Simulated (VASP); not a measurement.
AlN: relaxation of cell and atoms with PBE

Crystal: AlN.

```
Al N
1.0
     0.00000    2.20159    2.20159
     2.20159    0.00000    2.20159
     2.20159    2.20159    0.00000
Al N
1 1
Cartesian
  0.0000 0.0000 0.0000
  3.3024 3.3024 3.3024
```

```json
{"Program": "VASP 6.6.1", "Task": "relaxation of cell and atoms", "Functional": "PBE", "Potentials or basis": "VASP PAW PBE potentials, release 64 (Al, N)", "Cutoff": "600 eV", "k mesh": "10 × 10 × 10", "Occupations": "gaussian, width 0.01 eV", "Spin": "no spin polarisation", "Target pressure": "16 GPa", "Dipole correction": "no", "Further INCAR settings": "ALGO = Normal; EDIFF = 1e-07; IBRION = 2; EDIFFG = -0.001; NSW = 80; ISIF = 3"}
```

```yaml
Relaxed_volume: 9.91 Å³/atom
Relaxed_cell: a = 3.038 Å, b = 3.038 Å, c = 3.038 Å, α = 60.00°, β = 60.00°, γ = 60.00°
Space_group_after_relaxing_to_0.05_Å: F-43m (No. 216)
Energy_change_on_relaxing_the_enthalpy_is_what_falls: +34.6 meV/atom
Ionic_steps: 4
Pressure_after_relaxing: 16.0 GPa
Band_gap_on_the_k_mesh: 3.34 eV, indirect (least direct gap 4.64 eV)
```

Step by step:
```
step  energy change (eV)  largest force (eV/Å)  pressure (GPa)  volume (Å³)
   1              0.0000                0.0000           -0.39        21.34
   2              0.3676                0.0000           42.63        18.14
   3              0.0664                0.0000           15.64        19.86
   4              0.0692                0.0000           16.01        19.83
```

Final structure:
```yaml
crystal:
  lattice:
    - [0.00000, 2.14817, 2.14817]
    - [2.14817, 0.00000, 2.14817]
    - [2.14817, 2.14817, 0.00000]
  atoms:
    - { symbol: Al, position: [0.00000, 0.00000, 0.00000] }
    - { symbol: N, position: [0.75000, 0.75000, 0.75000] }
```

Levels at points of the mesh, in eV from the valence-band top:
| k point | band 1 | band 2 | band 3 | band 4 | band 5 | band 6 | band 7 | band 8 |
| --- | --- | --- | --- | --- | --- | --- | --- | --- |
| (0.00, 0.00, 0.00) | -15.27 | 0.00 | 0.00 | 0.00 | 4.64 | 13.06 | 13.06 | 13.06 |
| (0.50, 0.00, 0.00) | -13.08 | -6.07 | -0.48 | -0.48 | 7.84 | 10.21 | 11.46 | 11.46 |
| (0.50, 0.50, 0.00) | -12.39 | -5.06 | -1.83 | -1.83 | 3.34 | 8.92 | 14.65 | 16.36 |

It took 22 s on 1 thread of Intel(R) Xeon(R) Platinum 8375C CPU @ 2.90GHz (Ice Lake) (shared host), peak memory 0.16 GiB.

Caveat: the cell is relaxed towards a set pressure, so the enthalpy falls and the energy may rise. A k mesh can miss the band edges.
